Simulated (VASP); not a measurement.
A run of VASP 6.6.1 is set up as follows.

POSCAR

```
SiNi2
1.0
    3.8695455034      0.0000000000      0.0000000000
   -1.9347727517      3.3511247070      0.0000000000
    0.0000000000      0.0000000000      4.7790068355
Si Ni
2 4
Direct
    0.3333333333      0.6666666667      0.7500000000
    0.6666666667      0.3333333333      0.2500000000
    0.0000000000      0.0000000000      0.0000000000
    0.0000000000      0.0000000000      0.5000000000
    0.3333333333      0.6666666667      0.2500000000
    0.6666666667      0.3333333333      0.7500000000
```

The input INCAR.step1:

```
ALGO     = Normal         # electronic algorithm
EDIFF    = 1E-4           # SCF threshold, eV
ENCUT    = 520            # plane-wave cutoff, eV
GGA      = PE             # functional
ISMEAR   = 0              # smearing method
LASPH    = True           # aspherical terms in the spheres
LCHARG   = False          # write CHGCAR
LREAL    = False          # projectors in reciprocal space
LWAVE    = True           # write WAVECAR
NBANDS   = 33             # bands
NELM     = 60             # most SCF steps
PREC     = Accurate       # precision mode
SIGMA    = 0.15           # smearing width, eV
```

The input INCAR.step2:

```
ALGO     = Normal         # electronic algorithm
EDIFF    = 1E-7           # SCF threshold, eV
ENCUT    = 520            # plane-wave cutoff, eV
ISIF     = 2              # what is computed and relaxed
ISMEAR   = 0              # smearing method
ISTART   = 1            
LASPH    = True           # aspherical terms in the spheres
LCHARG   = False          # write CHGCAR
LMIXTAU  = True         
LREAL    = False          # projectors in reciprocal space
LWAVE    = False          # write WAVECAR
METAGGA  = R2SCAN         # meta-GGA
NBANDS   = 33             # bands
NELM     = 60             # most SCF steps
PREC     = Accurate       # precision mode
SIGMA    = 0.15           # smearing width, eV
```

File KPOINTS:

```
k-points
0
Gamma
  12 12 10
```

Potentials or basis: VASP PAW PBE potentials, release 64 (Si, Ni).

Launch:

```console
$ cat potpaw_PBE.64/Si/POTCAR potpaw_PBE.64/Ni/POTCAR > POTCAR
$ cp INCAR.step1 INCAR
$ mpirun -np 1 vasp_std > vasp.out
$ cp INCAR.step2 INCAR
$ mpirun -np 1 vasp_std > vasp.out
```

(1) What does it give for the band gap on the k mesh?

(2) What does it give for the pressure?

Results:

(1) zero (bands 24 and 25 overlap by 3.59 eV).

(2) 7.2 GPa.

Caveat: the cell differs from its parent crystal (strain +0.000 along x and y, -0.030 along z); the cell stands under pressure; the PAW data sets were made with another functional, which shifts forces and pressure a little.
